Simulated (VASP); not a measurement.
Here is a VASP 6.6.1 calculation.

The input INCAR:

```
PREC     = Accurate       # precision mode
ENCUT    = 520            # plane-wave cutoff, eV
EDIFF    = 1E-7           # SCF threshold, eV
ISMEAR   = 0              # smearing method
SIGMA    = 0.05           # smearing width, eV
LREAL    = F              # projectors in reciprocal space
LASPH    = T              # aspherical terms in the spheres
NELM     = 100            # most SCF steps
ALGO     = Normal         # electronic algorithm
ISIF     = 2              # what is computed and relaxed
LWAVE    = F              # write WAVECAR
LCHARG   = F              # write CHGCAR
GGA      = PE             # functional
NBANDS   = 26             # bands
```

KPOINTS

```
regular mesh
0
Gamma
  6 6 6
```

POSCAR

```
MgO
1.0
    1.4688622380      2.5441440255      2.6797873418
   -1.4688622380     -2.5441440255      2.6797873418
    4.4065867139     -2.5441440255      0.0000000000
Mg O
4 4
Direct
    0.5530630336      0.4469369664     -0.0353753558
    0.2500000000      0.7500000000      0.5000000000
    0.7500000000      0.2500000000      0.5000000000
    0.0000000000      0.0000000000      0.0000000000
    0.7500000000      0.7500000000      0.3333333333
    0.5000000000      1.0000000000      0.8333333333
    0.0000000000      0.5000000000      0.8333333333
    0.2500000000      0.2500000000      0.3333333333
```

Potentials or basis: VASP PAW PBE potentials, release 64 (Mg, O).

The run is started by

```sh
$ cat potpaw_PBE.64/Mg/POTCAR potpaw_PBE.64/O/POTCAR > POTCAR
$ mpirun -np 1 vasp_std > vasp.out
```

Task: What does it give for the band gap on the k mesh?

Result: 2.62 eV, indirect (least direct gap 2.77 eV).

Task: Estimate the largest force.

Result: 3.980 eV/Å.

Task: Predict the pressure.

Result: 2.7 GPa.

Forces on the atoms (eV/Å):
```
Mg   0.241 -3.972  0.000
Mg  -0.526  0.437  0.000
Mg  -0.679  0.712  0.000
Mg   0.936  0.566  0.000
O    0.136  0.092  0.046
O   -0.122  1.036 -0.561
O   -0.122  1.036  0.561
O    0.136  0.092 -0.046
```

Caveat: the cell differs from its parent crystal (atom 1 (Mg) moved +0.360 Å along Cartesian [0 1 0]); forces of over 1 eV/Å act on the atoms, so gaps and moduli don't describe the material at rest. A k mesh can miss the band edges.
